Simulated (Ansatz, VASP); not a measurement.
# One calculation of GaP, two programs

```xyz
2
Lattice="0.0000 2.5072 2.5072 2.5072 0.0000 2.5072 2.5072 2.5072 0.0000" Properties=species:S:1:pos:R:3 pbc="T T T"
Ga    0.0000    0.0000    0.0000
P     3.7608    3.7608    3.7608
```

Change from the starting cell: strain -0.080 along x and y, -0.080 along z, atoms carried along.

Alike in both runs: task single point; functional PBEsol; k mesh 8 × 8 × 8; occupations gaussian, width 0.05 eV; no spin polarisation.

```csv
,VASP,Ansatz
version,VASP 6.6.1,Ansatz 0.2.0
potentials or method,"VASP PAW PBE potentials, release 64 (Ga_d, P), cutoff 520 eV","scalar-relativistic, plane waves, PAW"
valence electrons in the cell,18,18
```

|  | VASP | Ansatz | Ansatz less VASP |
| --- | --- | --- | --- |
| gap on the k mesh at the Fermi level (eV) | 0.88 | 0.88 | -0.004 |
| least direct gap on the mesh (eV) | 3.63 | 3.62 | -0.016 |
| pressure (GPa) | 34.8 | 35.2 | +0.32 |

VASP's potentials were made for PBE, not for PBEsol. Both programs put the cell under a high pressure, so it lies far from rest at this level.
